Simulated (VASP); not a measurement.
Here is a VASP 6.6.1 calculation.

The input INCAR:

```
  PREC = Accurate
  ENCUT = 520
  EDIFF = 1E-7
  ISMEAR = -1
  SIGMA = 0.05
  LREAL = False
  LASPH = True
  NELM = 150
  ALGO = Normal
  ISIF = 2
  LWAVE = False
  LCHARG = False
  ISPIN = 2
  MAGMOM = 0.7 -0.7
  LORBIT = 11
  LMAXMIX = 4
  GGA = RE
  NBANDS = 24
```

The input KPOINTS:

```
regular mesh
0
Gamma
  16 16 9
```

File POSCAR:

```
Mn
1.0
    2.5953049061      0.0000000000      0.0000000000
   -1.2976524530      2.2475999792      0.0000000000
    0.0000000000      0.0000000000      4.2136527776
Mn
2
Direct
    0.3333333333      0.6666666667      0.2500000000
    0.6666666667      0.3333333333      0.7500000000
```

Potentials or basis: VASP PAW PBE potentials, release 64 (Mn_pv).

Command:

```sh
$ cat potpaw_PBE.64/Mn_pv/POTCAR > POTCAR
$ mpirun -np 1 vasp_std > vasp.out
```

What does it give for the site moments?

Mn +1.62, -1.62 μB.

Estimate the pressure.

-13.8 GPa.

Estimate the net moment.

0.00 μB per cell.

Stress tensor (GPa, compression positive):
```
-14.46   0.00   0.00
  0.00 -14.46   0.00
  0.00   0.00 -12.41
```

Caveat: the cell stands under tension; the PAW data sets were made with another functional, which shifts forces and pressure a little.
